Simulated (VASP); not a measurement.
Here is a VASP 6.6.1 calculation.

INCAR

```
SYSTEM = Si2B2W
PREC = Accurate
ENCUT = 600
EDIFF = 1E-7
ISMEAR = 0
SIGMA = 0.1
LREAL = .False.
LASPH = .True.
NELM = 60
ALGO = Normal
ISIF = 3
LWAVE = .False.
LCHARG = .False.
GGA = PE
IBRION = 2
NSW = 90
EDIFFG = -0.04
```

KPOINTS

```
Automatic mesh
0
Gamma
  6 6 4
  0 0 0
```

The input POSCAR:

```
Si2B2W
1.0
    3.5898337700      0.0000000000      0.0000000000
    0.0000000000      3.5898337700      0.0000000000
    0.0000000000      0.0000000000      4.2240772400
Si B W
2 2 1
Direct
    0.5000000000      0.5000000000      0.3150837900
    0.0000000000      0.0000000000      0.1425015300
    0.5000000000      0.0000000000      0.8948658600
    0.0000000000      0.5000000000      0.8948658600
    0.0000000000      0.0000000000      0.6901149300
```

Potentials or basis: VASP PAW PBE potentials, release 64 (Si, B, W_sv).

The run is started by

```sh
$ cat potpaw_PBE.64/Si/POTCAR potpaw_PBE.64/B/POTCAR potpaw_PBE.64/W_sv/POTCAR > POTCAR
$ mpirun -np 1 vasp_std > vasp.out
```

Question: Predict the space group after relaxing (to 0.1 Å).

Answer: P4mm (No. 99).

Question: Estimate the relaxed cell.

Answer: a = 3.092 Å, b = 3.092 Å, c = 6.011 Å, α = 90.00°, β = 90.00°, γ = 90.00°.

Question: Predict the relaxed volume.

Answer: 11.49 Å³/atom.

Question: What does it give for the band gap on the k mesh?

Answer: Zero (bands 14 and 15 overlap by 2.67 eV).

Final structure:
```
CELL_PARAMETERS angstrom
3.09203 0.00000 0.00000
0.00000 3.09203 0.00000
0.00000 0.00000 6.01102
ATOMIC_POSITIONS crystal
Si 0.50000 0.50000 0.40016
Si 0.00000 0.00000 0.14489
B 0.50000 0.00000 0.89258
B 0.00000 0.50000 0.89258
W 0.00000 0.00000 0.60722
```

Caveat: the k points lie up to 0.34 Å⁻¹ apart in the final cell, too coarse for converged energies and pressures of a metal; a cell axis changed by over 15 % at a fixed basis, so the end point is rough; spin-orbit coupling is left out, which moves the levels of the heavy elements.
